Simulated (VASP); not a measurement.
# TaAs (I4_1md) in VASP: further runs, part 2 of 2

VASP 6.6.1.

## Step 3: Single point, PBE

This run uses another cell than the first one, of the same volume but with other edges.

INCAR

```
PREC = Accurate
ENCUT = 520
EDIFF = 1E-6
ISMEAR = 0
SIGMA = 0.15
LREAL = False
LASPH = True
NELM = 100
ALGO = Normal
ISIF = 2
LWAVE = False
LCHARG = False
GGA = PE
NBANDS = 24
```

KPOINTS

```
Automatic mesh
0
Gamma
  14 14 14
```

POSCAR

```
TaAs
1.0
   -1.7314485851      1.7314485851      5.8672939468
    1.7314485851     -1.7314485851      5.8672939468
    1.7314485851      1.7314485851     -5.8672939468
Ta As
2 2
Direct
    0.5001741996      0.0001741996      0.5000000000
    0.7501741996      0.7501741996      0.0000000000
    0.0824252204      0.5824252204      0.5000000000
    0.3324252204      0.3324252204      0.0000000000
```

Potentials or basis: VASP PAW PBE potentials, release 64 (Ta_pv, As).

Command:

```
$ cat potpaw_PBE.64/Ta_pv/POTCAR potpaw_PBE.64/As/POTCAR > POTCAR
$ mpirun -np 1 vasp_std > vasp.out
```

OUTCAR:

```text
PREC = Accurate
   ENCUT = 520
   EDIFF = 1E-6
   ISMEAR = 0
   LREAL = False
   LASPH = True
   NELM = 100
   ISIF = 2
   GGA = PE

 ion  position               nearest neighbor table
   1  0.500  0.000  0.500-   4 2.62   4 2.62   3 2.63   3 2.63   3 2.63   3 2.63   2 3.41   2 3.41
                             2 3.41   2 3.41
   2  0.750  0.750  0.000-   3 2.62   3 2.62   4 2.63   4 2.63   4 2.63   4 2.63   1 3.41   1 3.41
                             1 3.41   1 3.41
   3  0.082  0.582  0.500-   2 2.62   2 2.62   1 2.63   1 2.63   1 2.63   1 2.63
   4  0.332  0.332  0.000-   1 2.62   1 2.62   2 2.63   2 2.63   2 2.63   2 2.63

  LATTYP: Found a body centered tetragonal cell.
 ALAT       =     3.4628971702
 C/A-ratio  =     3.3886619547

  Lattice vectors:

 A1 = (  -1.7314485851,   1.7314485851,   5.8672939468)
 A2 = (   1.7314485851,  -1.7314485851,   5.8672939468)
 A3 = (   1.7314485851,   1.7314485851,  -5.8672939468)

Analysis of symmetry for initial positions (statically):
=====================================================================
 Subroutine PRICEL returns:
 Original cell was already a primitive cell.

 Routine SETGRP: Setting up the symmetry group for a
 body centered tetragonal supercell.

 Subroutine GETGRP returns: Found  8 space group operations
 (whereof  4 operations were pure point group operations)
 out of a pool of 16 trial point group operations.

The static configuration has the point symmetry C_2v.
 The point group associated with its full space group is C_4v.

Analysis of symmetry for dynamics (positions and initial velocities):
=====================================================================
 Subroutine PRICEL returns:
 Original cell was already a primitive cell.

 Routine SETGRP: Setting up the symmetry group for a
 body centered tetragonal supercell.

 Subroutine GETGRP returns: Found  8 space group operations
[... 125 lines left out ...]
   IALGO  =     38    algorithm
   IMIX   =      4    mixing-type and parameters
     AMIX     =   0.40;   BMIX     =  1.00
     AMIX_MAG =   1.60;   BMIX_MAG =  1.00
  volume/ion in A,a.u.               =      17.59       118.70
  Fermi-wavevector in a.u.,A,eV,Ry     =   1.258981  2.379129 21.565682  1.585033
  Thomas-Fermi vector in A             =   2.392563
   LORBIT       =      0    0 simple, 1 ext, 2 COOP (PROOUT), +10 PAW based schemes
   GGA     = PE    functional components
   LHFCALC =     F    Hartree Fock is set to
   AEXX    =    0.0000 exact exchange contribution
   IVDW    =     0    specifies the selected vdW correction
   LEPSILON=     F    determine dielectric tensor
   LRPA    =     F    only Hartree local field effects (RPA)
 non-spin polarized calculation
 Gauss-broadening in eV      SIGMA  =   0.15
  energy-cutoff  :      520.00
  volume of cell :       70.36
 maximum number of plane-waves:      1930
   NGX = 23   NGY = 23   NGZ = 23

 number of electron      32.0000002 magnetization

 Free energy of the ion-electron system (eV)
  ---------------------------------------------------
  ext. energy  EPLUGINS =         0.00000000
  ---------------------------------------------------
  free energy    TOTEN  =       -35.11823260 eV

  energy without entropy =      -35.11324101  energy(sigma->0) =      -35.11573681

 E-fermi :   6.8588     XC(G=0): -11.8559

 val. band max:        6.8267816594   @ k =  -0.1429  -0.4286   0.1429
 cond. band min:       6.8726651202   @ k =  -0.2143   0.2857   0.2143
 fundamental gap:      0.0458834608
 Fermi energy:         6.8587533765

 k-point     1 :       0.0000    0.0000    0.0000
  band No.  band energies     occupation
      1     -28.1309      2.00000
      2     -28.1005      2.00000
      3     -28.1005      2.00000
      4     -27.9552      2.00000
      5     -27.9552      2.00000
      6     -27.9013      2.00000
[... 637 lines left out ...]
     23      11.4839      0.00000
     24      12.2690      0.00000

 [... further k-points ...]

------------------------ aborting loop because EDIFF is reached ----------------------------------------

  FORCE on cell =-STRESS in cart. coord.  units (eV):
  Direction    XX          YY          ZZ          XY          YZ          ZX
  --------------------------------------------------------------------------------------
  -------------------------------------------------------------------------------------
  Total        0.2060549      0.2060549      0.1681810      0.0000000      0.0000000      0.0000000
  in kB        4.6921990      4.6921990      3.8297496      0.0000000      0.0000000      0.0000000
  external PRESSURE =       4.4047159 kB  Pullay stress =       0.0000000 kB

 VOLUME and BASIS-vectors are now :
 -----------------------------------------------------------------------------
  energy-cutoff  :      520.00
  volume of cell :       70.36
      direct lattice vectors                 reciprocal lattice vectors
    -1.731448585  1.731448585  5.867293947     0.000000000  0.288775540  0.085218161
     1.731448585 -1.731448585  5.867293947     0.288775540  0.000000000  0.085218161
     1.731448585  1.731448585 -5.867293947     0.288775540  0.288775540  0.000000000

 POSITION                                       TOTAL-FORCE (eV/Angst)
 -----------------------------------------------------------------------------------
      0.00000      1.73145      0.00204         0.000000     -0.000000      0.002350
      0.00000      0.00000      8.80299        -0.000000      0.000000      0.002350
      1.73145      0.00000      0.96723         0.000000      0.000000     -0.002350
      0.00000      0.00000      3.90087        -0.000000     -0.000000     -0.002350
 -----------------------------------------------------------------------------------
    total drift:                                0.000000      0.000000     -0.000027

  FREE ENERGIE OF THE ION-ELECTRON SYSTEM (eV)
  ---------------------------------------------------
  free  energy   TOTEN  =       -35.1182326020 eV

  energy  without entropy=      -35.1132410148  energy(sigma->0) =      -35.11573681
```

Run time: 8.7 min. Hardware: 1 thread of Intel Xeon Platinum 8488C (Sapphire Rapids), shared host; peak memory 0.58 GiB.

What came out:

```yaml
Free_energy: -35.1182 eV
Pressure: 0.4 GPa
Band_gap_on_the_k_mesh: 0.05 eV (least direct gap 0.10 eV)
```

Forces in eV/Å, atoms in the order of the input:
```
Ta   0.000  0.000  0.002
Ta   0.000  0.000  0.002
As   0.000  0.000 -0.002
As   0.000  0.000 -0.002
```

Levels at points of the mesh, in eV from the valence-band top:
```
           k point  band 14  band 15  band 16  band 17  band 18  band 19
(0.00, 0.00, 0.00)    -1.85    -1.59    -1.59     0.92     1.58     2.36
(0.50, 0.00, 0.00)    -2.25    -1.49    -0.21     0.16     1.40     2.27
(0.50, 0.50, 0.00)    -3.12    -1.08    -1.08     2.78     2.78     3.06
(0.50, 0.50, 0.50)    -2.71    -0.91    -0.91     1.23     1.23     2.31
```

Caveat: spin-orbit coupling is left out, which moves the levels of the heavy elements. A k mesh can miss the band edges.

## Step 4: Single point, PBE

This run uses another cell than the first one: it holds 8 atoms, not 4.

INCAR

```
SYSTEM = TaAs
PREC = Accurate
ENCUT = 520
EDIFF = 1E-6
ISMEAR = 0
SIGMA = 0.1
LREAL = .False.
LASPH = .True.
NELM = 60
ALGO = Fast
ISIF = 2
LWAVE = .False.
LCHARG = .True.
GGA = PE
LELF = .True.
LVHAR = .True.
NBANDS = 42
```

KPOINTS

```
Automatic mesh
0
Gamma
  8 8 8
  0 0 0
```

POSCAR

```
TaAs
1.0
   -3.4628971702     -3.4628971702      0.0000000000
   -3.4628971702      3.4628971702      0.0000000000
    1.7314485851      1.7314485851     -5.8672939477
Ta As
4 4
Direct
    0.2498258004      0.7500000000      0.9996516008
    0.7498258004      0.2500000000      0.9996516008
    0.7498258004      0.5000000000      0.4996516008
    0.2498258004      0.0000000000      0.4996516008
    0.1675747796      0.2500000000      0.8351495592
    0.6675747796      0.7500000000      0.8351495592
    0.1675747796      0.5000000000      0.3351495592
    0.6675747796      0.0000000000      0.3351495592
```

Command:

```
$ cat potpaw_PBE.64/Ta_pv/POTCAR potpaw_PBE.64/As/POTCAR > POTCAR
$ mpirun -np 1 vasp_std > vasp.out
```

Run time: 19 min. Hardware: 1 thread of Oxide Virtual Turin-like, shared host; peak memory 0.55 GiB.

Results (log left out):

```
Free energy            : -70.2342 eV
Pressure               : 0.4 GPa
Band gap on the k mesh : zero (bands 32 and 33 overlap by 0.05 eV)
```

Forces in eV/Å, atoms in the order of the input:
```
Ta   0.000  0.000  0.002
Ta   0.000  0.000  0.002
Ta   0.000  0.000  0.002
Ta   0.000  0.000  0.002
As   0.000  0.000 -0.002
As   0.000  0.000 -0.002
As   0.000  0.000 -0.002
As   0.000  0.000 -0.002
```

Levels at points of the mesh, in eV from the Fermi level:
```csv
k point,band 29,band 30,band 31,band 32,band 33,band 34,band 35,band 36
"(0.00, 0.00, 0.00)",-1.64,-1.64,-1.14,-1.14,0.86,1.53,2.31,2.73
"(0.50, 0.00, 0.00)",-1.05,-1.05,-0.99,-0.99,0.81,0.81,1.18,1.18
"(0.00, 0.50, 0.00)",-0.95,-0.95,-0.66,-0.66,0.12,0.12,1.02,1.02
"(0.50, 0.50, 0.00)",-1.55,-1.55,-0.26,-0.26,0.11,0.11,1.35,1.35
"(0.00, 0.00, 0.50)",-1.14,-1.14,-0.97,-0.97,1.18,1.18,2.26,2.26
"(0.00, 0.50, 0.50)",-1.21,-1.21,-1.21,-1.21,1.68,1.68,1.68,1.68
```

Caveat: spin-orbit coupling is left out, which moves the levels of the heavy elements.

## Step 5: Single point, PBE

This run uses another cell than the first one: it holds 8 atoms, not 4.

INCAR

```
PREC = Accurate ; ENCUT = 520
EDIFF = 1E-6 ; ISMEAR = 1
SIGMA = 0.1 ; LREAL = F
LASPH = T ; NELM = 60
ALGO = Fast ; ISIF = 2
LWAVE = F ; LCHARG = F
GGA = PE ; NBANDS = 42
```

KPOINTS

```
regular mesh
0
Gamma
  8 8 8
```

POSCAR is that of step 4.

Command:

```
$ cat potpaw_PBE.64/Ta_pv/POTCAR potpaw_PBE.64/As/POTCAR > POTCAR
$ mpirun -np 1 vasp_std > vasp.out
```

Wall time 18 min (1 thread of Oxide Virtual Turin-like, shared host); peak memory 0.55 GiB.

It converged, with:

- Free energy: -70.2317 eV
- Pressure: 0.4 GPa
- Band gap on the k mesh: zero (bands 32 and 33 overlap by 0.05 eV)

Levels at points of the mesh, in eV from the Fermi level:
| k point | band 30 | band 31 | band 32 | band 33 | band 34 | band 35 |
| --- | --- | --- | --- | --- | --- | --- |
| (0.00, 0.00, 0.00) | -1.65 | -1.15 | -1.15 | 0.85 | 1.52 | 2.30 |
| (0.50, 0.00, 0.00) | -1.06 | -1.00 | -1.00 | 0.80 | 0.80 | 1.17 |
| (0.00, 0.50, 0.00) | -0.96 | -0.67 | -0.67 | 0.11 | 0.11 | 1.01 |
| (0.50, 0.50, 0.00) | -1.56 | -0.27 | -0.27 | 0.10 | 0.10 | 1.34 |
| (0.00, 0.00, 0.50) | -1.15 | -0.98 | -0.98 | 1.17 | 1.17 | 2.25 |
| (0.00, 0.50, 0.50) | -1.22 | -1.22 | -1.22 | 1.67 | 1.67 | 1.67 |

Caveat: spin-orbit coupling is left out, which moves the levels of the heavy elements.

## Step 6: Overview

```csv
cell,k mesh,smearing,gap on the mesh (eV),pressure (GPa)
"a = 3.463, b = 3.463, c = 6.358 Å, angles 105.8, 74.2, 90.0°, 4 atoms, atomic positions A",10 × 10 × 6,gaussian 0.1 eV,0.01,0.5
"a = 6.358 Å, angles 148.4, 148.4, 45.3°, 4 atoms, atomic positions A",14 × 14 × 14,gaussian 0.15 eV,0.05,0.4
"a = 4.897, b = 4.897, c = 6.358 Å, angles 90.0, 112.7, 90.0°, 8 atoms, atomic positions B",8 × 8 × 8,gaussian 0.1 eV,none,0.4
"a = 4.897, b = 4.897, c = 6.358 Å, angles 90.0, 112.7, 90.0°, 8 atoms, atomic positions B",8 × 8 × 8,methfessel-paxton 0.1 eV,none,0.4
```

Alike in all rows: task single point; level PBE; potentials or basis VASP PAW PBE potentials, release 64 (Ta_pv, As); no spin polarisation; cutoff (eV) 520.

Caveats: spin-orbit coupling is left out, which moves the levels of the heavy elements.

Total energies depend on the potentials used, so only differences within one code and one set of settings carry meaning.

The gap in the log of VASP goes by the Fermi energy; the results here count the filled bands.